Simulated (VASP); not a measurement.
# P in VASP: relaxation of the atoms with PBE

Aim: the relaxation of the atoms of P with PBE.

Program: VASP 6.6.1. These are calculated values, not measurements. Logs are shortened: lines on timing, memory, paths and dates and some standing lists are left out, and cuts for length are marked.

## 1. The cell of the first run

The cell holds a sheet with vacuum, 4 atoms: a = 4.544 Å, b = 3.295 Å, c = 18.095 Å, α = 90.00°, β = 90.00°, γ = 90.00°.

## 2. Relaxation of the atoms, PBE (atoms moved at random)

Contents of INCAR:

```
SYSTEM = P
  GGA = PE
  LDIPOL = .TRUE.
  IDIPOL = 3
  DIPOL = 0.5 0.5 0.500
  ISMEAR = 0
  SIGMA = 0.03
  LWAVE = .FALSE.
  LCHARG = .FALSE.
  ISIF = 0
  NSW = 120
  PREC = Accurate
  LASPH = .TRUE.
  LREAL = .FALSE.
  ALGO = Normal
  EDIFF = 1E-7
  NELM = 120
  GGA_COMPAT = .FALSE.
  IBRION = 2
  EDIFFG = -0.002
  NELMIN = 4
  ENCUT = 510
  EFERMI = MIDGAP
  NELMDL = -8
```

Contents of KPOINTS:

```
Automatic mesh
0
Gamma
  5 7 1
  0 0 0
```

Contents of POSCAR:

```
P
1.0
    4.5436355900      0.0000000000      0.0000000000
    0.0000000000     -3.2954862482      0.0000000000
    0.0000000000      0.0000000000    -18.0954456430
P
4
Direct
   -0.0083850000     -0.0037850000      0.4429050000
    0.1736300000      0.0116790000      0.5574870000
    0.6704870000      0.4886490000      0.4417870000
    0.4979230000      0.4947280000      0.5585740000
```

Potentials or basis: VASP PAW PBE potentials, release 64 (P).

On the command line:

```console
$ cat potpaw_PBE.64/P/POTCAR > POTCAR
$ mpirun -np 1 vasp_std > vasp.out
```

OUTCAR:

```text
SYSTEM = P
   GGA = PE
   ISMEAR = 0
   ISIF = 0
   NSW = 120
   PREC = Accurate
   LASPH = .TRUE.
   LREAL = .FALSE.
   EDIFF = 1E-7
   NELM = 120
   IBRION = 2
   EDIFFG = -0.002
   NELMIN = 4
   ENCUT = 510
   EFERMI = MIDGAP
   NELMDL = -8

 ion  position               nearest neighbor table
   1  0.992  0.996  0.443-   3 2.18   3 2.22   2 2.23
   2  0.174  0.012  0.557-   4 2.17   1 2.23   4 2.25
   3  0.670  0.489  0.442-   1 2.18   1 2.22   4 2.25
   4  0.498  0.495  0.559-   2 2.17   2 2.25   3 2.25

  LATTYP: Found a simple orthorhombic cell.
 ALAT       =     3.2954862482
 B/A-ratio  =     1.3787451222
 C/A-ratio  =     5.4909789573

  Lattice vectors:

 A1 = (   0.0000000000,   3.2954862482,   0.0000000000)
 A2 = (   4.5436355900,   0.0000000000,   0.0000000000)
 A3 = (   0.0000000000,   0.0000000000, -18.0954456430)

Analysis of symmetry for initial positions (statically):
=====================================================================
 Subroutine PRICEL returns:
 Original cell was already a primitive cell.

 Routine SETGRP: Setting up the symmetry group for a
 simple orthorhombic supercell.

 Subroutine GETGRP returns: Found  1 space group operations
 (whereof  1 operations were pure point group operations)
 out of a pool of  8 trial point group operations.

The static configuration has the point symmetry C_1 .

Analysis of symmetry for dynamics (positions and initial velocities):
=====================================================================
 Subroutine PRICEL returns:
 Original cell was already a primitive cell.

 Routine SETGRP: Setting up the symmetry group for a
 simple orthorhombic supercell.

 Subroutine GETGRP returns: Found  1 space group operations
 (whereof  1 operations were pure point group operations)
 out of a pool of  8 trial point group operations.

The dynamic configuration has the point symmetry C_1 .

 Subroutine INISYM returns: Found  1 space group operations
 (whereof  1 operations are pure point group operations),
 and found     1 'primitive' translations

----------------------------------------------------------------------------------------

                                     Primitive cell

  volume of cell :     270.9519

  direct lattice vectors                    reciprocal lattice vectors
[... 134 lines left out ...]
 Free energy of the ion-electron system (eV)
  ---------------------------------------------------
  ext. energy  EPLUGINS =         0.00000000
  ---------------------------------------------------
  free energy    TOTEN  =       -21.42445053 eV

  energy without entropy =      -21.42445053  energy(sigma->0) =      -21.42445053

------------------------ aborting loop because EDIFF is reached ----------------------------------------

 VOLUME and BASIS-vectors are now :
 -----------------------------------------------------------------------------
  energy-cutoff  :      510.00
  volume of cell :      270.95
      direct lattice vectors                 reciprocal lattice vectors
     4.543635590  0.000000000  0.000000000     0.220088073  0.000000000  0.000000000
     0.000000000 -3.295486248  0.000000000     0.000000000 -0.303445357  0.000000000
     0.000000000  0.000000000-18.095445643     0.000000000  0.000000000 -0.055262524
[... 70 lines left out ...]
  FREE ENERGIE OF THE ION-ELECTRON SYSTEM (eV)
  ---------------------------------------------------
  free  energy   TOTEN  =       -21.4561070880 eV

  energy  without entropy=      -21.4561070880  energy(sigma->0) =      -21.45610709

[... ionic steps 4 to 10 ...]

--------------------------------------- Ionic step       11  -------------------------------------------

 number of electron      19.9999999 magnetization

------------------------ aborting loop because EDIFF is reached ----------------------------------------
[... 49 lines left out ...]
  FREE ENERGIE OF THE ION-ELECTRON SYSTEM (eV)
  ---------------------------------------------------
  free  energy   TOTEN  =       -21.4589281584 eV

  energy  without entropy=      -21.4589281584  energy(sigma->0) =      -21.45892816

 added-field ion interaction         -0.000000 eV  (added to PSCEN)

--------------------------------------- Ionic step       13  -------------------------------------------

 number of electron      19.9999999 magnetization

 DIPCOR: dipole corrections for dipol
 direction  3 min pos     1,
 dipolmoment           0.000000      0.000000      0.000000 electrons x Angstroem
 Tr[quadrupol]       -59.144257

 energy correction for charged system         0.000000 eV

 dipol+quadrupol energy correction           -0.000000 eV

 added-field ion interaction          0.000000 eV  (added to PSCEN)

 Free energy of the ion-electron system (eV)
  ---------------------------------------------------
  ext. energy  EPLUGINS =         0.00000000
  ---------------------------------------------------
  free energy    TOTEN  =       -21.45893171 eV

  energy without entropy =      -21.45893171  energy(sigma->0) =      -21.45893171

 E-fermi :  -1.4675     XC(G=0):  -3.3833

 val. band max:       -1.8922982427   @ k =   0.0000   0.0000   0.0000
 cond. band min:      -1.0427621005   @ k =   0.0000   0.0000   0.0000
 fundamental gap:      0.8495361422
 Fermi energy:        -1.4675301716

 k-point     1 :       0.0000    0.0000    0.0000
  band No.  band energies     occupation
      1     -16.9212      2.00000
      2     -14.3942      2.00000
      3     -10.9974      2.00000
      4      -7.5982      2.00000
      5      -6.5296      2.00000
      6      -6.4672      2.00000
      7      -5.2513      2.00000
      8      -3.6275      2.00000
      9      -3.6220      2.00000
     10      -1.8923      2.00000
     11      -1.0428      0.00000
     12      -0.2575      0.00000
     13       0.8359      0.00000
     14       1.4961      0.00000
[... 277 lines left out ...]
      3     -11.7017      2.00000
      4     -11.1179      2.00000
      5      -7.4894      2.00000
      6      -6.9628      2.00000
      7      -6.2148      2.00000
      8      -5.6866      2.00000
      9      -3.3548      2.00000
     10      -3.0096      2.00000
     11       0.3671      0.00000
     12       0.9408      0.00000
     13       1.1958      0.00000
     14       1.9758      0.00000

------------------------ aborting loop because EDIFF is reached ----------------------------------------

 vacuum level on the upper side and lower side of the slab       (xc-potential included)        -0.018        -0.017

 VOLUME and BASIS-vectors are now :
 -----------------------------------------------------------------------------
  energy-cutoff  :      510.00
  volume of cell :      270.95
      direct lattice vectors                 reciprocal lattice vectors
     4.543635590  0.000000000  0.000000000     0.220088073  0.000000000  0.000000000
     0.000000000 -3.295486248  0.000000000     0.000000000 -0.303445357  0.000000000
     0.000000000  0.000000000-18.095445643     0.000000000  0.000000000 -0.055262524
[... 10 lines left out ...]
  FREE ENERGIE OF THE ION-ELECTRON SYSTEM (eV)
  ---------------------------------------------------
  free  energy   TOTEN  =       -21.4589317143 eV

  energy  without entropy=      -21.4589317143  energy(sigma->0) =      -21.45893171

 reached required accuracy - stopping structural energy minimisation

 vacuum level on the upper side and lower side of the slab         3.081         3.081
```

CONTCAR:

```text
P
   1.00000000000000
     4.5436355900000001    0.0000000000000000    0.0000000000000000
     0.0000000000000000   -3.2954862482000000    0.0000000000000000
     0.0000000000000000    0.0000000000000000  -18.0954456430000015
  P
     4
Direct
     0.9970227056069328    0.9978431895522414    0.4418690755574951
     0.1698182316556022    0.9978095004476915    0.5585137385280191
     0.6697855210909746    0.4978296496135938    0.4418623032907111
     0.4970285416464977    0.4977886603864781    0.5585078826237779

  0.00000000E+00  0.00000000E+00  0.00000000E+00
  0.00000000E+00  0.00000000E+00  0.00000000E+00
  0.00000000E+00  0.00000000E+00  0.00000000E+00
  0.00000000E+00  0.00000000E+00  0.00000000E+00
```

It took 3 min on 1 thread of Intel Xeon 6975P-C (Granite Rapids), shared host; peak memory 0.35 GiB.

Results:

- Free energy: -21.4589 eV
- Energy gained by relaxing: 8.6 meV/atom
- Ionic steps: 13
- Band gap on the k mesh: 0.85 eV

The path:
```tsv
step	energy change (eV)	largest force (eV/Å)
1	0.0000	0.7673
2	-0.0317	0.1221
3	-0.0317	0.1261
4	-0.0331	0.0698
5	-0.0334	0.0771
6	-0.0341	0.0360
7	-0.0343	0.0429
8	-0.0345	0.0104
9	-0.0345	0.0095
10	-0.0345	0.0094
11	-0.0345	0.0062
12	-0.0345	0.0090
13	-0.0345	0.0016
```

Final structure:
```yaml
crystal:
  lattice:
    - [4.54364, 0.00000, 0.00000]
    - [0.00000, -3.29549, 0.00000]
    - [0.00000, 0.00000, -18.09545]
  atoms:
    - { symbol: P, position: [0.99702, 0.99784, 0.44187] }
    - { symbol: P, position: [0.16982, 0.99781, 0.55851] }
    - { symbol: P, position: [0.66979, 0.49783, 0.44186] }
    - { symbol: P, position: [0.49703, 0.49779, 0.55851] }
```

Levels at points of the mesh, in eV from the valence-band top:
```csv
k point,band 6,band 7,band 8,band 9,band 10,band 11,band 12,band 13,band 14
"(0.00, 0.00, 0.00)",-4.57,-3.36,-1.74,-1.73,0.00,0.85,1.63,2.73,3.39
```

Caveat: the cell differs from its parent crystal (atoms moved at random).
